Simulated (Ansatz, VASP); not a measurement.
# Two plane-wave programs on Os

Contents of INCAR:

```
SYSTEM = Os
PREC = Accurate ; ENCUT = 520
EDIFF = 1E-6 ; ISMEAR = 0
SIGMA = 0.15 ; LREAL = .FALSE.
LASPH = .TRUE. ; NELM = 60
ALGO = Fast ; ISIF = 2
LWAVE = .FALSE. ; LCHARG = .FALSE.
GGA = PE ; NBANDS = 15
```

Contents of KPOINTS:

```
Automatic mesh
0
G
  18 18 12
  0 0 0
```

File POSCAR:

```
Os
1.0
    2.7340999755      0.0000000000      0.0000000000
   -1.3670499878      2.4151560360      0.0000000000
    0.0000000000      0.0000000000      4.3197000000
Os
2
Direct
    0.3333333333      0.6666666667      0.2500000000
    0.6666666667      0.3333333333      0.7500000000
```

Input for Ansatz:

```yaml
crystal:
  lattice:
    - [2.7340999755, 0.0, 0.0]
    - [-1.3670499878, 2.415156036, 0.0]
    - [0.0, 0.0, 4.3197]
  atoms:
    - { symbol: Os, position: [0.3333333333, 0.6666666667, 0.25] }
    - { symbol: Os, position: [0.6666666667, 0.3333333333, 0.75] }
basis:
  ecutwfc: 420
kpoints:
  mp_grid: { grid: [18, 18, 12] }
hamiltonian:
  xc: pbe
scf:
  occupations: { method: gaussian, width: 0.15 }
output:
  forces: true
  stress: true
  eigenvalues: true
```

Change from the starting cell: strain +0.0200 x Voigt [0, 1, 0, 0, 0, 0], atoms carried along.

Alike in both runs: task single point; functional PBE; k mesh 18 × 18 × 12; occupations gaussian, width 0.15 eV; no spin polarisation.

|  | VASP | Ansatz |
| --- | --- | --- |
| version | VASP 6.6.1 | Ansatz 0.2.0 |
| potentials or method | VASP PAW PBE potentials, release 64 (Os), cutoff 520 eV | scalar-relativistic, plane waves, PAW |
| valence electrons in the cell | 16 | 32 |

```csv
,VASP,Ansatz,Ansatz less VASP
gap on the k mesh at the Fermi level (eV),none,none,-
pressure (GPa),0.6,0.8,+0.19
"traceless stress, the component that is largest in VASP (GPa)",-6.76,-6.85,-0.090
rms of the force components (eV/Å),0.026,0.027,+0.0012
```

Atom by atom the forces differ by 0.001 eV/Å (rms over components). A gap of «none» marks a metal or a gap that the smearing closes. The functional is the same, so the differences come from potentials, cutoffs and numerics. VASP's potentials hold 16 valence electrons a cell and Ansatz's 32, so a difference there can come from the potentials and not from the codes.

Spin-orbit coupling is off throughout.
